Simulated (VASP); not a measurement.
Input of a VASP 6.6.1 run:

INCAR

```
SYSTEM = Mg3H3O4
PREC = Accurate
ENCUT = 520
EDIFF = 1E-6
ISMEAR = 0
SIGMA = 0.05
LREAL = Auto
LASPH = .True.
NELM = 80
ALGO = Normal
ISIF = 2
LWAVE = .False.
LCHARG = .False.
GGA = PS
NELECT = 64.0
NBANDS = 49
```

File KPOINTS:

```
Automatic mesh
0
Gamma
  6 6 4
  0 0 0
```

POSCAR

```
Mg3H3O4
1.0
    4.5975141488     -2.6543760314      0.0000000000
    0.0000000000      5.3087520628      0.0000000000
    0.0000000000      0.0000000000      7.2844478007
Mg H O
6 6 8
Direct
    0.2743101944      0.3333330290      0.8064078652
    0.0139427521      0.6978211194      0.8175223659
    0.6494548800      0.9688452966      0.8175223659
    0.0446330328      0.3333334900      0.1914552809
    0.6809710419      0.7045093023      0.1879139006
    0.3097950227      0.9621574755      0.1879136260
   -0.1004190493      0.3333335333      0.5500650303
    0.6673808716      0.6333798885      0.5644809480
    0.3673339429      1.0332862316      0.5644809480
    0.3830076304      0.3333331926      0.4337587538
    0.0142353015      0.6660551861      0.4513204144
    0.6815132914      1.0006120992      0.4513201398
    0.6488965348      0.6443070553      0.6967924184
    0.3379226142      1.0223592331      0.6967924184
    0.3761852479      0.3333333493      0.3001520582
   -0.0080832813      0.6437028687      0.3183793835
    0.6815472228      1.0229644459      0.3183791090
    0.9496320965      0.3333332683     -0.3196979461
    0.3264157437      0.6667576644      0.0019636355
   -0.0070085701     -0.0000912419      0.0019636355
```

Potentials or basis: VASP PAW PBE potentials, release 64 (Mg, H, O).

Command:

```bash
$ cat potpaw_PBE.64/Mg/POTCAR potpaw_PBE.64/H/POTCAR potpaw_PBE.64/O/POTCAR > POTCAR
$ mpirun -np 1 vasp_std > vasp.out
```

**Question.** Estimate the largest force.

**Answer.** 0.463 eV/Å.

Forces in eV/Å, atoms in the order of the input:
```
Mg   0.089 -0.051  0.063
Mg   0.124  0.018  0.027
Mg   0.046 -0.116  0.027
Mg  -0.086  0.050  0.085
Mg   0.021 -0.069 -0.002
Mg   0.070  0.016 -0.002
H    0.137 -0.079  0.395
H    0.033 -0.067 -0.103
H    0.074  0.005 -0.103
H    0.011 -0.007  0.062
H    0.025  0.038 -0.018
H   -0.020 -0.040 -0.018
O   -0.022  0.027  0.087
O   -0.034  0.005  0.087
O   -0.032  0.019 -0.212
O   -0.103  0.187 -0.307
O   -0.213 -0.004 -0.307
O    0.081 -0.047  0.453
O   -0.125  0.016 -0.108
O   -0.076  0.100 -0.108
```

Caveat: the cell carries a net charge on a neutralising background, which shifts energy and pressure; the PAW data sets were made with another functional, which shifts forces and pressure a little.
